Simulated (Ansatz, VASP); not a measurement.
**SrTiO3 in VASP and in Ansatz**

```
CELL_PARAMETERS angstrom
3.96744 0.00000 0.00000
0.00000 3.96744 0.00000
0.00000 0.00000 3.96744
ATOMIC_POSITIONS crystal
Sr 0.50000 0.50000 0.50000
Ti 0.00000 0.00000 0.00000
O 0.50000 0.00000 0.00000
O 0.00000 0.50000 0.00000
O 0.00000 0.00000 0.50000
```

Alike in both runs: task single point; functional PBEsol; k mesh 8 × 8 × 8; occupations gaussian, width 0.02 eV; no spin polarisation.

|  | VASP | Ansatz |
| --- | --- | --- |
| version | VASP 6.6.1 | Ansatz 0.2.0 |
| potentials or method | VASP PAW PBE potentials, release 64 (Sr_sv, Ti_sv, O), cutoff 600 eV | scalar-relativistic, plane waves, PAW |
| valence electrons in the cell | 40 | 40 |

|  | VASP | Ansatz | Ansatz less VASP |
| --- | --- | --- | --- |
| gap on the k mesh at the Fermi level (eV) | 1.72 | 1.75 | +0.028 |
| least direct gap on the mesh (eV) | 2.10 | 2.12 | +0.019 |
| pressure (GPa) | -9.0 | -9.5 | -0.49 |

VASP's potentials were made for PBE, not for PBEsol. The functional is the same, so the differences come from potentials, cutoffs and numerics.
